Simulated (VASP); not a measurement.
Write the native input for VASP 6.6.1 that does the following.

```
Task                   : single point
Functional             : PBE exchange alone
Potentials or basis    : VASP PAW PBE potentials, release 64 (Pb_d)
Cutoff                 : 520 eV
k mesh                 : 9 × 9 × 9
Occupations            : fermi-dirac, width 0.05 eV
Spin                   : no spin polarisation
Dipole correction      : no
Further INCAR settings : ALGO = Normal; EDIFF = 1e-06; NBANDS = 13
```

The structure of Pb lies in POSCAR:

```
Pb
1.0
    0.0000000000      2.7130187725      2.7130187725
    2.7130187725      0.0000000000      2.7130187725
    2.7130187725      2.7130187725      0.0000000000
Pb
1
Direct
    0.0000000000      0.0000000000      0.0000000000
```

The input as run:

INCAR

```
SYSTEM = Pb
  PREC = Accurate
  ENCUT = 520
  EDIFF = 1E-6
  ISMEAR = -1
  SIGMA = 0.05
  LREAL = .FALSE.
  LASPH = .TRUE.
  NELM = 80
  ALGO = Normal
  ISIF = 2
  LWAVE = .FALSE.
  LCHARG = .TRUE.
  GGA = PE
  ALDAC = 0.0
  AGGAC = 0.0
  LELF = .TRUE.
  LVHAR = .TRUE.
  NBANDS = 13
```

KPOINTS

```
regular mesh
0
G
  9 9 9
  0 0 0
```

Potentials or basis: VASP PAW PBE potentials, release 64 (Pb_d).

Command:

```bash
$ cat potpaw_PBE.64/Pb_d/POTCAR > POTCAR
$ mpirun -np 1 vasp_std > vasp.out
```

It gave:

```json
{
 "Pressure": "-0.1 GPa",
 "Band gap on the k mesh": "zero (band 7 reaches 11.28 eV, above the bottom of band 8 at 5.00 eV)"
}
```

Caveat: spin-orbit coupling is left out, which moves the levels of the heavy elements.

Run time: 14 s on 1 thread of Intel(R) Xeon(R) Platinum 8488C (Sapphire Rapids), on a shared host, peak memory 0.17 GiB.
